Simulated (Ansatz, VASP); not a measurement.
**Two plane-wave programs on H2C19**

```
C H
1.0
     7.39800    0.00000    0.00000
    -3.69900    6.40686    0.00000
     0.00000    0.00000   12.00000
C H
19 2
Cartesian
  0.0330 0.1183 0.7857
  1.2357 0.8392 0.8704
  -1.1899 2.2368 0.8451
  0.0334 2.9488 0.8051
  -2.4342 4.3609 0.8455
  -1.1974 5.0530 0.9008
  2.4258 0.0769 1.3151
  3.7067 0.8452 1.4575
  1.2573 2.2364 0.8514
  2.5192 2.9431 0.8931
  0.0265 4.3818 0.8793
  1.2799 5.0754 0.9532
  5.0573 0.0744 1.2365
  6.2326 0.8311 0.8473
  3.7333 2.2562 1.0193
  4.9576 2.9394 0.8940
  2.5149 4.3668 0.8539
  3.7380 5.0785 0.8453
  4.5304 0.4423 2.6072
  2.1377 -0.1043 2.3892
  4.1298 -0.3632 3.2451
```

Alike in both runs: functional PBEsol; k mesh 2 × 2 × 1; occupations gaussian, width 0.02 eV; no spin polarisation.

Ansatz relaxed the structure, and its values are those at the end. VASP's run is a single point on that final structure, the one shown.

```csv
,VASP,Ansatz
version,VASP 6.6.1,Ansatz 0.2.0
potentials or method,"VASP PAW PBE potentials, release 64 (C, H), cutoff 520 eV","scalar-relativistic, plane waves, PAW"
valence electrons in the cell,78,78
```

VASP gave:

```
gap on the k mesh at the Fermi level (eV) : 0.29
rms of the force components (eV/Å)        : 0.016
```

Task: Estimate Ansatz's values.

Result: gap on the k mesh at the Fermi level (eV): 0.29; rms of the force components (eV/Å): 0.007.

VASP's potentials were made for PBE, not for PBEsol. Ansatz's warnings: xc potential rough in thin density.

The k mesh is coarse, so the values compare programs but aren't converged.
